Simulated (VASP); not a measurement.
Runs of VASP 6.6.1 on La3O2. The structure is that of space group Pm-3m (No. 221), or close to it. The cells are those of the table. 

```tsv
task	cell	k mesh	cutoff (eV)	gap on the mesh (eV)	pressure (GPa)
relaxation of cell and atoms	relaxed from a = 4.877 Å, 5 atoms	4 × 4 × 4	600	none	0.3
single point	a = 4.857 Å, 5 atoms	4 × 4 × 4	520	none	-0.2
single point	a = 4.877 Å, 5 atoms	4 × 4 × 4	520	none	-0.9
relaxation of cell and atoms	relaxed from a = 4.857 Å, 5 atoms	8 × 8 × 8	600	none	0.0
single point	a = 4.861 Å, 5 atoms	8 × 8 × 8	520	none	(a)
```

Alike in all rows: level PBE; potentials or basis VASP PAW PBE potentials, release 64 (La, O); no spin polarisation; smearing gaussian 0.1 eV.

Task: Estimate the missing entries.

Result: (a) -0.1.

Caveats: spin-orbit coupling is left out, which moves the levels of the heavy elements; an odd number of electrons without spin polarisation forces a metal; a magnetic or distorted state may lie lower; the relaxation stopped at its first step, so nothing moved (some runs).

A k mesh can miss the band edges, and the runs leave out spin-orbit coupling on La.

A gap of «none» marks levels without a gap at the run's occupations.
